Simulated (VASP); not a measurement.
Here is a VASP 6.6.1 calculation.

Contents of INCAR:

```
ALGO = Normal
DIPOL = 0.5 0.5 0.338
EDIFF = 1E-7
ENCUT = 520
GGA = CA
IDIPOL = 3
ISIF = 2
ISMEAR = 0
LASPH = T
LCHARG = F
LDIPOL = T
LREAL = Auto
LWAVE = F
NBANDS = 64
NELM = 80
PREC = Accurate
SIGMA = 0.05
```

The input KPOINTS:

```
k-points
0
Gamma
  4 4 1
```

POSCAR

```
Si3H2C2
1.0
    6.1223116280      0.0000000000      0.0000000000
    0.0000000000      6.1223116280      0.0000000000
    0.0000000000      0.0000000000     18.0336064671
Si C H
12 8 8
Direct
    0.2500000000      0.2500000000      0.2691906584
    0.2500000000      0.7500000000      0.2691906584
    0.7500000000      0.2500000000      0.2691906584
    0.7500000000      0.7500000000      0.2691906584
    0.4979669651      0.4999999357      0.3930524848
    0.4979669651      0.0000000643      0.3930524848
    0.0020336705      0.4999998822      0.3930524654
    0.0020336705      0.0000001178      0.3930524654
    0.7500011603      0.7500000000      0.5122199223
    0.7500011603      0.2500000000      0.5122212152
    0.2500005268      0.7500000000      0.5231465148
    0.2500004983      0.2500000000      0.5231465148
    0.7500000000      0.5000000000      0.3292053881
    0.7500000000      0.0000000000      0.3292053881
    0.2500000000      0.5000000000      0.3292053881
    0.2500000000      0.0000000000      0.3292053881
    0.0043947594      0.7500000000      0.4515043808
    0.0043930040      0.2500000000      0.4515038483
    0.4956072167      0.7500000000      0.4515046690
    0.4956088009      0.2500000000      0.4515042178
    0.1018236707      0.2500000000      0.2043633518
    0.3981348503      0.2500000000      0.2043580857
    0.3981348503      0.7500000000      0.2043580857
    0.1018236707      0.7500000000      0.2043633518
    0.6018651497      0.2500000000      0.2043580857
    0.8981763293      0.2500000000      0.2043633518
    0.8981763293      0.7500000000      0.2043633518
    0.6018651497      0.7500000000      0.2043580857
```

Potentials or basis: VASP PAW LDA potentials, release 64 (Si, C, H).

The run is started by

```bash
$ cat potpaw_LDA.64/Si/POTCAR potpaw_LDA.64/C/POTCAR potpaw_LDA.64/H/POTCAR > POTCAR
$ mpirun -np 1 vasp_std > vasp.out
```

Question: What does it give for the band gap on the k mesh?

Answer: Zero (bands 44 and 45 overlap by 1.25 eV).

Question: What does it give for the largest force?

Answer: 1.330 eV/Å.

Forces in eV/Å, atoms in the order of the input:
```
Si   0.001  0.000  1.330
Si   0.001  0.000  1.330
Si  -0.001  0.000  1.299
Si  -0.001  0.000  1.299
Si   0.001  0.000  0.005
Si   0.001  0.000  0.005
Si  -0.001  0.000  0.005
Si  -0.001  0.000  0.005
Si   0.000  0.000  0.024
Si   0.000  0.000  0.024
Si   0.000  0.000 -1.153
Si   0.000  0.000 -1.153
C    0.000  0.000 -0.599
C    0.000  0.000 -0.599
C    0.000  0.000 -0.955
C    0.000  0.000 -0.955
C   -0.001  0.000  0.008
C   -0.001  0.000  0.008
C    0.001  0.000  0.008
C    0.001  0.000  0.008
H    0.014  0.000  0.006
H   -0.013  0.000  0.006
H   -0.013  0.000  0.006
H    0.014  0.000  0.006
H    0.011  0.000  0.008
H   -0.013  0.000  0.008
H   -0.013  0.000  0.008
H    0.011  0.000  0.008
```
